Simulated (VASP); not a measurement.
# Ag2O (Pn-3m) in VASP: settings compared, part 2 of 2

VASP 6.6.1.

## (3) Single point, PBE

This run uses another cell than the first one, of 18.57 Å³/atom.

Contents of INCAR:

```
SYSTEM = Ag2O
PREC = Accurate ; ENCUT = 600
EDIFF = 1E-6 ; ISMEAR = -1
SIGMA = 0.02 ; LREAL = .False.
LASPH = .True. ; NELM = 120
ALGO = Normal ; ISIF = 2
LWAVE = .False. ; LCHARG = .False.
GGA = PE ; NBANDS = 37
GGA_COMPAT = .False.
```

Contents of KPOINTS:

```
regular mesh
0
Gamma
  6 6 6
  0 0 0
```

Contents of POSCAR:

```
Ag2O
1.0
    4.8121368701      0.0000000000      0.0000000000
    0.0000000000      4.8121368701      0.0000000000
    0.0000000000      0.0000000000      4.8121368701
Ag O
4 2
Direct
    0.2500000000      0.2500000000      0.2500000000
    0.2500000000      0.7500000000      0.7500000000
    0.7500000000      0.7500000000      0.2500000000
    0.7500000000      0.2500000000      0.7500000000
    0.0000000000      0.0000000000      0.0000000000
    0.5000000000      0.5000000000      0.5000000000
```

Potentials or basis: VASP PAW PBE potentials, release 64 (Ag, O).

Launch:

```
> cat potpaw_PBE.64/Ag/POTCAR potpaw_PBE.64/O/POTCAR > POTCAR
> mpirun -np 1 vasp_std > vasp.out
```

OUTCAR:

```text
SYSTEM = Ag2O
   PREC = Accurate
   ENCUT = 600
   EDIFF = 1E-6
   ISMEAR = -1
   LREAL = .False.
   LASPH = .True.
   NELM = 120
   ISIF = 2
   GGA = PE

 ion  position               nearest neighbor table
   1  0.250  0.250  0.250-   5 2.08   6 2.08   4 3.40   2 3.40   3 3.40   2 3.40   4 3.40   2 3.40
                             3 3.40   2 3.40   3 3.40   4 3.40   4 3.40   3 3.40
   2  0.250  0.750  0.750-   5 2.08   6 2.08   4 3.40   1 3.40   3 3.40   1 3.40   3 3.40   1 3.40
                             4 3.40   1 3.40   3 3.40   4 3.40   3 3.40   4 3.40
   3  0.750  0.750  0.250-   5 2.08   6 2.08   4 3.40   1 3.40   2 3.40   2 3.40   4 3.40   1 3.40
                             4 3.40   4 3.40   1 3.40   2 3.40   2 3.40   1 3.40
   4  0.750  0.250  0.750-   5 2.08   6 2.08   3 3.40   1 3.40   2 3.40   1 3.40   3 3.40   2 3.40
                             3 3.40   3 3.40   1 3.40   2 3.40   1 3.40   2 3.40
   5  0.000  0.000  0.000-   1 2.08   2 2.08   3 2.08   4 2.08
   6  0.500  0.500  0.500-   1 2.08   2 2.08   3 2.08   4 2.08

  LATTYP: Found a simple cubic cell.
 ALAT       =     4.8121368701

  Lattice vectors:

 A1 = (   4.8121368701,   0.0000000000,   0.0000000000)
 A2 = (   0.0000000000,   4.8121368701,   0.0000000000)
 A3 = (   0.0000000000,   0.0000000000,   4.8121368701)

Analysis of symmetry for initial positions (statically):
=====================================================================
 Subroutine PRICEL returns:
 Original cell was already a primitive cell.

 Routine SETGRP: Setting up the symmetry group for a
 simple cubic supercell.

 Subroutine GETGRP returns: Found 48 space group operations
 (whereof 24 operations were pure point group operations)
 out of a pool of 48 trial point group operations.

The static configuration has the point symmetry T_d .
 The point group associated with its full space group is O_h .

Analysis of symmetry for dynamics (positions and initial velocities):
=====================================================================
 Subroutine PRICEL returns:
 Original cell was already a primitive cell.

[... 134 lines left out ...]
  Thomas-Fermi vector in A             =   2.432691
   LORBIT       =      0    0 simple, 1 ext, 2 COOP (PROOUT), +10 PAW based schemes
   GGA     = PE    functional components
   LHFCALC =     F    Hartree Fock is set to
   AEXX    =    0.0000 exact exchange contribution
   IVDW    =     0    specifies the selected vdW correction
   LEPSILON=     F    determine dielectric tensor
   LRPA    =     F    only Hartree local field effects (RPA)
 non-spin polarized calculation
  energy-cutoff  :      600.00
  volume of cell :      111.43
 maximum number of plane-waves:      3771
 NGX is ok and might be reduce to    40
   NGX = 19   NGY = 19   NGZ = 19

 number of electron      55.9999978 magnetization

 Free energy of the ion-electron system (eV)
  ---------------------------------------------------
  ext. energy  EPLUGINS =         0.00000000
  ---------------------------------------------------
  free energy    TOTEN  =       -21.46327555 eV

  energy without entropy =      -21.46280146  energy(sigma->0) =      -21.46303850

 E-fermi :   4.0040     XC(G=0): -10.2139

 val. band max:        3.9857794770   @ k =   0.0000   0.0000   0.0000
 cond. band min:       4.2741786579   @ k =   0.1667   0.0000   0.0000
 fundamental gap:      0.2883991810
 Fermi energy:         4.0040006420

 k-point     1 :       0.0000    0.0000    0.0000
  band No.  band energies     occupation
      1     -14.4131      2.00000
      2     -13.8316      2.00000
      3      -2.3556      2.00000
      4      -2.3556      2.00000
      5      -2.3556      2.00000
      6      -0.2704      2.00000
[... 789 lines left out ...]
     36       9.8707      0.00000
     37      16.6058      0.00000

------------------------ aborting loop because EDIFF is reached ----------------------------------------

  FORCE on cell =-STRESS in cart. coord.  units (eV):
  Direction    XX          YY          ZZ          XY          YZ          ZX
  --------------------------------------------------------------------------------------
  -------------------------------------------------------------------------------------
  Total       -0.0995183     -0.0995183     -0.0995183      0.0000000      0.0000000      0.0000000
  in kB       -1.4308683     -1.4308683     -1.4308683      0.0000000      0.0000000      0.0000000
  external PRESSURE =      -1.4308683 kB  Pullay stress =       0.0000000 kB

 VOLUME and BASIS-vectors are now :
 -----------------------------------------------------------------------------
  energy-cutoff  :      600.00
  volume of cell :      111.43
      direct lattice vectors                 reciprocal lattice vectors
     4.812136870  0.000000000  0.000000000     0.207807888  0.000000000  0.000000000
     0.000000000  4.812136870  0.000000000     0.000000000  0.207807888  0.000000000
     0.000000000  0.000000000  4.812136870     0.000000000  0.000000000  0.207807888

 POSITION                                       TOTAL-FORCE (eV/Angst)
 -----------------------------------------------------------------------------------
      1.20303      1.20303      1.20303         0.000000     -0.000000     -0.000000
      1.20303      3.60910      3.60910        -0.000000     -0.000000      0.000000
      3.60910      3.60910      1.20303        -0.000000      0.000000     -0.000000
      3.60910      1.20303      3.60910         0.000000      0.000000     -0.000000
      0.00000      0.00000      0.00000         0.000000      0.000000      0.000000
      2.40607      2.40607      2.40607        -0.000000      0.000000      0.000000
 -----------------------------------------------------------------------------------
    total drift:                                0.000000      0.000000     -0.000000

  FREE ENERGIE OF THE ION-ELECTRON SYSTEM (eV)
  ---------------------------------------------------
  free  energy   TOTEN  =       -21.4632755527 eV

  energy  without entropy=      -21.4628014570  energy(sigma->0) =      -21.46303850
```

OSZICAR:

```text
N       E                     dE             d eps       ncg     rms          rms(c)
DAV:   1     0.414069360918E+03    0.41407E+03   -0.31055E+04  1480   0.163E+03
DAV:   2    -0.231357180099E+01   -0.41638E+03   -0.39517E+03  1590   0.354E+02
DAV:   3    -0.253276779206E+02   -0.23014E+02   -0.22718E+02  1629   0.826E+01
DAV:   4    -0.255483210727E+02   -0.22064E+00   -0.22047E+00  1615   0.873E+00
DAV:   5    -0.255497426225E+02   -0.14215E-02   -0.14215E-02  1606   0.688E-01    0.188E+01
DAV:   6    -0.218102704199E+02    0.37395E+01   -0.19020E+01  1761   0.324E+01    0.117E+01
DAV:   7    -0.214838848051E+02    0.32639E+00   -0.23301E+00  1521   0.120E+01    0.822E+00
DAV:   8    -0.215504707400E+02   -0.66586E-01   -0.12762E+00  1555   0.567E+00    0.324E+00
DAV:   9    -0.214624246414E+02    0.88046E-01   -0.27015E-01  1679   0.306E+00    0.402E-01
DAV:  10    -0.214633893824E+02   -0.96474E-03   -0.17368E-02  1505   0.804E-01    0.219E-01
DAV:  11    -0.214632628720E+02    0.12651E-03   -0.39175E-04  1685   0.106E-01    0.139E-01
DAV:  12    -0.214632775128E+02   -0.14641E-04   -0.18356E-04  1541   0.755E-02    0.155E-02
DAV:  13    -0.214632762077E+02    0.13051E-05   -0.40816E-06  1581   0.170E-02    0.125E-02
DAV:  14    -0.214632755527E+02    0.65505E-06   -0.24559E-06  1292   0.939E-03
   1 F= -.21463276E+02 E0= -.21463039E+02  d E =-.474096E-03
```

Wall time 2.9 min (1 thread of Intel Xeon 8259CL, shared host); peak memory 0.28 GiB.

Results:

```yaml
Free_energy: -21.4633 eV
Pressure: -0.1 GPa
Band_gap_on_the_k_mesh: zero (filled and empty bands touch)
```

## (4) Single point, r2SCAN

POSCAR, as its differences from that of step 3:

```diff
@@ -2,5 +2,5 @@
 1.0
-    4.8121368701      0.0000000000      0.0000000000
-    0.0000000000      4.8121368701      0.0000000000
-    0.0000000000      0.0000000000      4.8121368701
+    4.7561179341      0.0000000000      0.0000000000
+    0.0000000000      4.7561179341      0.0000000000
+    0.0000000000      0.0000000000      4.7561179341
 Ag O
```

Contents of INCAR.step1:

```
SYSTEM = Ag2O
  PREC = Accurate
  ENCUT = 660
  ISMEAR = -1
  SIGMA = 0.02
  LREAL = .FALSE.
  LASPH = .TRUE.
  NELM = 120
  NBANDS = 37
  GGA = PE
  ALGO = Normal
  EDIFF = 1E-5
  LWAVE = .TRUE.
  LCHARG = .FALSE.
  GGA_COMPAT = .FALSE.
```

Contents of INCAR.step2:

```
SYSTEM = Ag2O
  PREC = Accurate
  ENCUT = 660
  EDIFF = 1E-6
  ISMEAR = -1
  SIGMA = 0.02
  LREAL = .FALSE.
  LASPH = .TRUE.
  NELM = 120
  ALGO = Normal
  ISIF = 2
  LWAVE = .FALSE.
  LCHARG = .FALSE.
  METAGGA = R2SCAN
  LMIXTAU = .TRUE.
  NBANDS = 37
  ISTART = 1
  GGA_COMPAT = .FALSE.
```

Contents of KPOINTS:

```
regular mesh
0
G
  6 6 6
  0 0 0
```

Launch:

```
> cat potpaw_PBE.64/Ag/POTCAR potpaw_PBE.64/O/POTCAR > POTCAR
> cp INCAR.step1 INCAR
> mpirun -np 1 vasp_std > vasp.out
> cp INCAR.step2 INCAR
> mpirun -np 1 vasp_std > vasp.out
```

Wall time 8.5 min (1 thread of Intel Xeon 8259CL, shared host); peak memory 0.31 GiB.

Results (log left out):

* Free energy: -98.3608 eV
* Pressure: -0.1 GPa
* Band gap on the k mesh: 0.24 eV

Levels at points of the mesh, in eV from the valence-band top:
```
           k point  band 24  band 25  band 26  band 27  band 28  band 29  band 30  band 31  band 32  band 33
(0.00, 0.00, 0.00)    -2.73    -2.73     0.00     0.00     0.00     0.24     2.43     2.43     7.68     7.68
(0.50, 0.00, 0.00)    -2.57    -1.61    -1.61    -0.46    -0.46     2.34     2.34     5.11     5.11     7.35
(0.50, 0.50, 0.00)    -1.97    -1.62    -1.62    -0.81    -0.81     2.43     2.43     4.04     4.04     7.17
(0.50, 0.50, 0.50)    -2.82    -1.77    -0.68    -0.68    -0.68     2.94     2.94     2.94     5.22     5.22
```

Caveat: the PAW data sets were made with another functional, which shifts forces and pressure a little. A k mesh can miss the band edges.

## (5) Relaxation of cell and atoms, PBE

This run uses another cell than the first one, of 17.50 Å³/atom.

Contents of INCAR:

```
SYSTEM = Ag2O
PREC     = Accurate       ! precision mode
ENCUT    = 600            ! plane-wave cutoff, eV
EDIFF    = 1E-7           ! SCF threshold, eV
ISMEAR   = -1             ! smearing method
SIGMA    = 0.02           ! smearing width, eV
LREAL    = .FALSE.        ! projectors in reciprocal space
LASPH    = .TRUE.         ! aspherical terms in the spheres
NELM     = 120            ! most SCF steps
ALGO     = Normal         ! electronic algorithm
ISIF     = 3              ! what is computed and relaxed
LWAVE    = .FALSE.        ! write WAVECAR
LCHARG   = .FALSE.        ! write CHGCAR
GGA      = PE             ! functional
IBRION   = 2              ! ionic algorithm
NSW      = 80             ! ionic steps
EDIFFG   = -0.005         ! ionic threshold
GGA_COMPAT= .FALSE.      
NELMIN   = 4
```

Contents of KPOINTS:

```
Automatic mesh
0
G
  6 6 6
  0 0 0
```

POSCAR, as its differences from that of step 4:

```diff
@@ -2,5 +2,5 @@
 1.0
-    4.7561179341      0.0000000000      0.0000000000
-    0.0000000000      4.7561179341      0.0000000000
-    0.0000000000      0.0000000000      4.7561179341
+    4.7180000000      0.0000000000      0.0000000000
+    0.0000000000      4.7180000000      0.0000000000
+    0.0000000000      0.0000000000      4.7180000000
 Ag O
```

Launch:

```
> cat potpaw_PBE.64/Ag/POTCAR potpaw_PBE.64/O/POTCAR > POTCAR
> mpirun -np 1 vasp_std > vasp.out
```

Wall time 6 min (1 thread of Intel Xeon 8259CL, shared host); peak memory 0.29 GiB.

The run converged. Its results:

| Item | Value |
| --- | --- |
| Free energy | -21.4565 eV |
| Relaxed volume | 18.53 Å³/atom |
| Relaxed cell | a = 4.809 Å, b = 4.809 Å, c = 4.809 Å, α = 90.00°, β = 90.00°, γ = 90.00° |
| Space group after relaxing (to 0.1 Å) | Pn-3m (No. 224) |
| Energy gained by relaxing | 14.2 meV/atom |
| Ionic steps | 3 |
| Pressure after relaxing | 0.0 GPa |
| Band gap on the k mesh | zero (filled and empty bands touch) |

Step by step:
```tsv
step	energy change (eV)	largest force (eV/Å)	pressure (GPa)	volume (Å³)
1	0.0000	0.0000	4.68	105.02
2	-0.0793	0.0000	-1.06	112.98
3	-0.0852	0.0000	0.01	111.20
```

Final structure:
```yaml
crystal:
  lattice:
    - [4.80881, 0.00000, 0.00000]
    - [0.00000, 4.80881, 0.00000]
    - [0.00000, 0.00000, 4.80881]
  atoms:
    - { symbol: Ag, position: [0.25000, 0.25000, 0.25000] }
    - { symbol: Ag, position: [0.25000, 0.75000, 0.75000] }
    - { symbol: Ag, position: [0.75000, 0.75000, 0.25000] }
    - { symbol: Ag, position: [0.75000, 0.25000, 0.75000] }
    - { symbol: O, position: [0.00000, 0.00000, 0.00000] }
    - { symbol: O, position: [0.50000, 0.50000, 0.50000] }
```

Levels at points of the mesh, in eV from the Fermi level:
| k point | band 25 | band 26 | band 27 | band 28 | band 29 | band 30 | band 31 | band 32 |
| --- | --- | --- | --- | --- | --- | --- | --- | --- |
| (0.00, 0.00, 0.00) | -2.53 | -0.06 | -0.02 | -0.02 | -0.02 | 2.21 | 2.21 | 7.01 |
| (0.50, 0.00, 0.00) | -1.50 | -1.50 | -0.45 | -0.45 | 2.01 | 2.01 | 4.77 | 4.77 |
| (0.50, 0.50, 0.00) | -1.52 | -1.52 | -0.77 | -0.77 | 2.11 | 2.11 | 3.68 | 3.68 |
| (0.50, 0.50, 0.50) | -1.74 | -0.66 | -0.66 | -0.66 | 2.71 | 2.71 | 2.71 | 4.71 |

PBE usually gives volumes a little too large and moduli too small. Zero-point motion and thermal expansion aren't in these numbers.

## (6) The runs side by side

| task | level | potentials or basis | cell | cutoff (eV) | gap on the mesh (eV) | pressure (GPa) |
| --- | --- | --- | --- | --- | --- | --- |
| single point | LDA | VASP PAW LDA potentials, release 64 (Ag, O) | a = 4.756 Å, 6 atoms | 600 | none | -6.4 |
| single point | PBE | VASP PAW PBE potentials, release 64 (Ag, O) | a = 4.812 Å, 6 atoms | 600 | none | -0.1 |
| single point | r2SCAN | VASP PAW PBE potentials, release 64 (Ag, O) | a = 4.756 Å, 6 atoms | 660 | 0.24 | -0.1 |
| relaxation of cell and atoms | PBE | VASP PAW PBE potentials, release 64 (Ag, O) | relaxed from a = 4.718 Å, 6 atoms | 600 | none | 0.0 |

Alike in all rows: no spin polarisation; k mesh 6 × 6 × 6; smearing fermi-dirac 0.02 eV.

Caveats: the cell stands under tension (at least some runs); the PAW data sets were made with another functional, which shifts forces and pressure a little (at least some runs).

Total energies depend on the potentials used, so only differences within one code and one set of settings carry meaning.
